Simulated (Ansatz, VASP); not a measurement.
# One calculation of Al2Pt, two programs

```
Al Pt
1.0
     6.02805    0.00000    0.00000
     0.00000    6.02805    0.00000
     0.00000    0.00000    2.76606
Al Pt
4 2
Direct
  0.66308 0.83692 0.50000
  0.33692 0.16308 0.50000
  0.16308 0.66308 0.50000
  0.83692 0.33692 0.50000
  0.00000 0.00000 0.00000
  0.50000 0.50000 0.00000
```

Alike in both runs: task relaxation of cell and atoms; functional PBE; k mesh 6 × 6 × 14; occupations gaussian, width 0.1 eV; no spin polarisation.

```csv
,VASP,Ansatz
version,VASP 6.6.1,Ansatz 0.2.0
potentials or method,"VASP PAW PBE potentials, release 64 (Al, Pt), cutoff 600 eV","scalar-relativistic, plane waves, PAW"
valence electrons in the cell,32,48
```

Ansatz gave:

```
gap on the k mesh at the Fermi level, each at its own relaxed structure (eV) : none
relaxed volume (Å³/atom)                                                     : 16.78
relaxed length of the cell vector where the two differ most in proportion (Å)              : 5.958
```

**Question.** What did VASP give for the same quantities?

**Answer.** gap on the k mesh at the Fermi level, each at its own relaxed structure (eV): none; relaxed volume (Å³/atom): 16.76; relaxed length of the cell vector where the two differ most in proportion (Å): 5.953.

A gap of «none» marks a metal or a gap that the smearing closes. VASP's potentials hold 32 valence electrons a cell and Ansatz's 48, so a difference there can come from the potentials and not from the codes.

Neither program's run includes spin-orbit coupling.
